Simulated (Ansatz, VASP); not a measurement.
# One calculation of LiTc12, two programs

```xyz
13
Lattice="5.4800 0.0000 0.0000 -4.1100 7.1187 0.0000 0.0000 0.0000 4.3950" Properties=species:S:1:pos:R:3 pbc="T T T"
Tc    0.0122    0.1866   -0.1124
Tc   -0.0510    1.6003    2.1821
Tc   -1.4040    2.3196   -0.0517
Tc   -1.3735    4.0470    2.1298
Tc   -2.6708    4.6288   -0.1935
Tc   -2.6442    6.4529    2.3658
Tc    2.7388   -0.1000    0.0753
Tc    2.7703    1.6257    2.2536
Tc    1.4163    2.3486    0.0188
Tc    1.3555    3.7577    2.3166
Tc   -0.1020    4.6119   -0.1643
Tc   -0.0689    6.4370    2.4021
Li    1.3643    5.5308    1.1021
```

Alike in both runs: functional LDA; k mesh 2 × 2 × 2; occupations fermi-dirac, width 0.15 eV; no spin polarisation.

Ansatz relaxed the structure, and its values are those at the end. VASP's run is a single point on that final structure, the one shown.

```csv
,VASP,Ansatz
version,VASP 6.6.1,Ansatz 0.2.0
potentials or method,"VASP PAW LDA potentials, release 64 (Tc_pv, Li_sv), cutoff 520 eV","scalar-relativistic, plane waves, PAW"
valence electrons in the cell,159,183
```

VASP gave:

| Quantity | Value |
| --- | --- |
| rms of the force components (eV/Å) | 0.031 |

**Question.** Which values does Ansatz return?

**Answer.** rms of the force components (eV/Å): 0.030.

LDA's correlation is that of Perdew and Zunger in VASP and of Perdew and Wang (1992) in Ansatz. VASP's potentials hold 159 valence electrons a cell and Ansatz's 183, so a difference there can come from the potentials and not from the codes.

The k mesh is coarse, so the values compare programs but aren't converged. Noted on VASP's run: the cutoff is short for stress, so the pressure is rough.
